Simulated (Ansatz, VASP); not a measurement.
# One calculation of LiF, two programs

The input POSCAR:

```
LiF
1.0
    0.0000000000      1.9951010462      1.9951010462
    1.9951010462      0.0000000000      1.9951010462
    1.9951010462      1.9951010462      0.0000000000
Li F
1 1
Direct
    0.0000000000      0.0000000000      0.0000000000
    0.5000000000      0.5000000000      0.5000000000
```

File INCAR.step1:

```
PREC = Accurate ; ENCUT = 520
EDIFF = 1E-5 ; ISMEAR = 0
SIGMA = 0.01 ; LREAL = F
LASPH = T ; NELM = 60
ALGO = Normal ; ISIF = 2
LWAVE = T ; LCHARG = F
GGA = PE ; NBANDS = 12
```

INCAR.step2

```
PREC = Accurate ; ENCUT = 520
EDIFF = 1E-6 ; ISMEAR = 0
SIGMA = 0.01 ; LREAL = F
LASPH = T ; NELM = 60
ALGO = Normal ; ISIF = 2
LWAVE = F ; LCHARG = F
METAGGA = R2SCAN ; LHFCALC = T
AEXX = 0.25 ; LMIXTAU = T
PRECFOCK = Normal ; ISTART = 1
NBANDS = 12
```

KPOINTS

```
Automatic mesh
0
Gamma
  8 8 8
```

Input for Ansatz:

```yaml
crystal:
  lattice:
    - [0.0, 1.9951010462, 1.9951010462]
    - [1.9951010462, 0.0, 1.9951010462]
    - [1.9951010462, 1.9951010462, 0.0]
  atoms:
    - { symbol: Li, position: [0.0, 0.0, 0.0] }
    - { symbol: F, position: [0.5, 0.5, 0.5] }
kpoints:
  mp_grid: { grid: [8, 8, 8] }
  band_path:
    path:
      - [0.0, 0.0, 0.0]
      - [0.5, 0.0, 0.5]
      - [0.625, 0.25, 0.625]
      - [0.375, 0.375, 0.75]
      - [0.5, 0.5, 0.5]
      - [0.5, 0.25, 0.75]
      - [-0.0625, 0.0, 0.0625]
    npoints: 1
hamiltonian:
  xc: r2scan0
scf:
  occupations: { method: fixed }
  n_extra_bands: 4
output:
  forces: true
  stress: true
  eigenvalues: true
  write_density: true
  write_potential: true
  elf: true
  volumetric_format: npy
```

Alike in both runs: task single point; functional r2SCAN0; k mesh 8 × 8 × 8; no spin polarisation.

|  | VASP | Ansatz |
| --- | --- | --- |
| version | VASP 6.6.1 | Ansatz 0.2.0 |
| potentials or method | VASP PAW PBE potentials, release 64 (Li_sv, F) | plane waves, PAW |
| plane-wave cutoff (eV) | 520 | 500 |
| occupations | gaussian, width 0.01 eV | fixed |
| valence electrons in the cell | 10 | 10 |

VASP gave:

```
gap on the k mesh at the Fermi level (eV) : 13.20
```

**Question.** Which values does Ansatz return?

**Answer.** gap on the k mesh at the Fermi level (eV): 13.07.

VASP's potentials were made for PBE, not for r2SCAN0. Ansatz's warnings: stress exchange threshold loose, stress scf threshold loose.

Noted on VASP's run: the cutoff is under 1.25 times that of the potentials, so the pressure is a little rough.
